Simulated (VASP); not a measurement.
# Ti (R-3m) in VASP: further runs, part 2 of 2

VASP 6.6.1.

**3. Electric field gradients, PBEsol (equal xy, yz and zx shear strains of -1 %)**

Input file INCAR:

```
SYSTEM = Ti
  PREC = Accurate
  ENCUT = 400
  EDIFF = 1E-8
  ISMEAR = -1
  SIGMA = 0.08
  LREAL = .FALSE.
  LASPH = .TRUE.
  NELM = 120
  ALGO = Normal
  ISIF = 2
  LWAVE = .FALSE.
  LCHARG = .FALSE.
  GGA = PS
  LEFG = .TRUE.
  NBANDS = 12
  GGA_COMPAT = .FALSE.
```

Input file KPOINTS:

```
regular mesh
0
G
  17 17 17
  0 0 0
```

Input file POSCAR:

```
Ti
1.0
   -1.6574100000      1.6410000000      1.6410000000
    1.6410000000     -1.6574100000      1.6410000000
    1.6410000000      1.6410000000     -1.6574100000
Ti
1
Direct
    0.0000000000      0.0000000000      0.0000000000
```

Potentials or basis: VASP PAW PBE potentials, release 64 (Ti_sv).

Command:

```
$ cat potpaw_PBE.64/Ti_sv/POTCAR > POTCAR
$ mpirun -np 1 vasp_std > vasp.out
```

OUTCAR:

```text
SYSTEM = Ti
   PREC = Accurate
   ENCUT = 400
   EDIFF = 1E-8
   ISMEAR = -1
   LREAL = .FALSE.
   LASPH = .TRUE.
   NELM = 120
   ISIF = 2
   GGA = PS

 ion  position               nearest neighbor table
   1  0.000  0.000  0.000-

  LATTYP: Found a trigonal (rhomboedric) cell.
 ALAT       =     2.8518011691
 COS(alpha) =    -0.3377371610

  Lattice vectors:

 A1 = (  -1.6574100000,   1.6410000000,   1.6410000000)
[... 566 lines left out ...]
    total drift:                                0.000000     -0.000000      0.000000

  FREE ENERGIE OF THE ION-ELECTRON SYSTEM (eV)
  ---------------------------------------------------
  free  energy   TOTEN  =        -8.2277474169 eV

  energy  without entropy=       -8.1773275553  energy(sigma->0) =       -8.20253749

 Electric field gradients (V/A^2)
---------------------------------------------------------------------
 ion       V_xx      V_yy      V_zz      V_xy      V_xz      V_yz
---------------------------------------------------------------------
   1      -0.000    -0.000    -0.000     2.289     2.289     2.289
---------------------------------------------------------------------

 Electric field gradients after diagonalization (V/A^2)
 (convention: |V_zz| > |V_xx| > |V_yy|)
----------------------------------------------------------------------
 ion       V_xx      V_yy      V_zz     asymmetry (V_yy - V_xx)/ V_zz
----------------------------------------------------------------------
   1      -2.289    -2.289     4.578       0.000
----------------------------------------------------------------------

           NMR quadrupolar parameters

 Cq : quadrupolar parameter    Cq=e*Q*V_zz/h
 eta: asymmetry parameters     (V_yy - V_xx)/ V_zz
 Q  : nuclear electric quadrupole moment in mb (millibarn)
----------------------------------------------------------------------
 ion       Cq(MHz)       eta       Q (mb)
----------------------------------------------------------------------
   1       0.011       0.000       1.000
----------------------------------------------------------------------
```

Wall time 49 s (1 thread of Intel Xeon 6975P-C, shared host); peak memory 0.18 GiB.

What came out:

```
Free energy            : -8.2277 eV
Pressure               : -7.3 GPa
Band gap on the k mesh : zero (band 6 reaches 8.73 eV, above the bottom of band 7 at 7.14 eV)
```

Electric field gradients, principal values (V/Å²):
| atom | least | middle | greatest (by size) |
| --- | --- | --- | --- |
| 1 Ti | -2.289 | -2.289 | 4.578 |

Caveat: the cell differs from its parent crystal (equal xy, yz and zx shear strains of -1 %); without QUAD_EFG the Cq values of the log hold for a quadrupole moment of 1 mb, not for the nuclei; the PAW data sets were made with another functional, which shifts forces and pressure a little.

**4. Electric field gradients, PBEsol (equal xy, yz and zx shear strains of -1 %)**

Input file INCAR:

```
PREC = Accurate ; ENCUT = 400
EDIFF = 1E-8 ; ISMEAR = -1
SIGMA = 0.08 ; LREAL = F
LASPH = T ; NELM = 120
ALGO = Normal ; ISIF = 2
LWAVE = F ; LCHARG = F
GGA = PS ; LEFG = T
NBANDS = 12 ; GGA_COMPAT = F
```

Input file KPOINTS:

```
regular mesh
0
Gamma
  17 17 17
```

POSCAR is that of step 3.

Potentials or basis: VASP PAW PBE potentials, release 64 (Ti_sv).

Command:

```
$ cat potpaw_PBE.64/Ti_sv/POTCAR > POTCAR
$ mpirun -np 1 vasp_std > vasp.out
```

OUTCAR:

```text
PREC = Accurate
   ENCUT = 400
   EDIFF = 1E-8
   ISMEAR = -1
   LREAL = F
   LASPH = T
   NELM = 120
   ISIF = 2
   GGA = PS

 ion  position               nearest neighbor table
   1  0.000  0.000  0.000-

  LATTYP: Found a trigonal (rhomboedric) cell.
 ALAT       =     2.8518011691
 COS(alpha) =    -0.3377371610

  Lattice vectors:

[... 566 lines left out ...]
 -----------------------------------------------------------------------------------
    total drift:                                0.000000     -0.000000      0.000000

  FREE ENERGIE OF THE ION-ELECTRON SYSTEM (eV)
  ---------------------------------------------------
  free  energy   TOTEN  =        -8.2277474169 eV

  energy  without entropy=       -8.1773275553  energy(sigma->0) =       -8.20253749

 Electric field gradients (V/A^2)
---------------------------------------------------------------------
 ion       V_xx      V_yy      V_zz      V_xy      V_xz      V_yz
---------------------------------------------------------------------
   1      -0.000    -0.000    -0.000     2.289     2.289     2.289
---------------------------------------------------------------------

 Electric field gradients after diagonalization (V/A^2)
 (convention: |V_zz| > |V_xx| > |V_yy|)
----------------------------------------------------------------------
 ion       V_xx      V_yy      V_zz     asymmetry (V_yy - V_xx)/ V_zz
----------------------------------------------------------------------
   1      -2.289    -2.289     4.578       0.000
----------------------------------------------------------------------

           NMR quadrupolar parameters

 Cq : quadrupolar parameter    Cq=e*Q*V_zz/h
 eta: asymmetry parameters     (V_yy - V_xx)/ V_zz
 Q  : nuclear electric quadrupole moment in mb (millibarn)
----------------------------------------------------------------------
 ion       Cq(MHz)       eta       Q (mb)
----------------------------------------------------------------------
   1       0.011       0.000       1.000
----------------------------------------------------------------------
```

It took 53 s on 1 thread of Intel Xeon 6975P-C, shared host; peak memory 0.18 GiB.

What came out:

```yaml
Free_energy: -8.2277 eV
Pressure: -7.3 GPa
Band_gap_on_the_k_mesh: zero (band 6 reaches 8.73 eV, above the bottom of band 7 at 7.14 eV)
```

Stress tensor (GPa, compression positive):
```
-7.30  0.35  0.35
 0.35 -7.30  0.35
 0.35  0.35 -7.30
```

Electric field gradients, principal values (V/Å²):
```tsv
atom	least	middle	greatest (by size)
1 Ti	-2.289	-2.289	4.578
```

Caveat: the cell differs from its parent crystal (equal xy, yz and zx shear strains of -1 %); without QUAD_EFG the Cq values of the log hold for a quadrupole moment of 1 mb, not for the nuclei; the PAW data sets were made with another functional, which shifts forces and pressure a little.
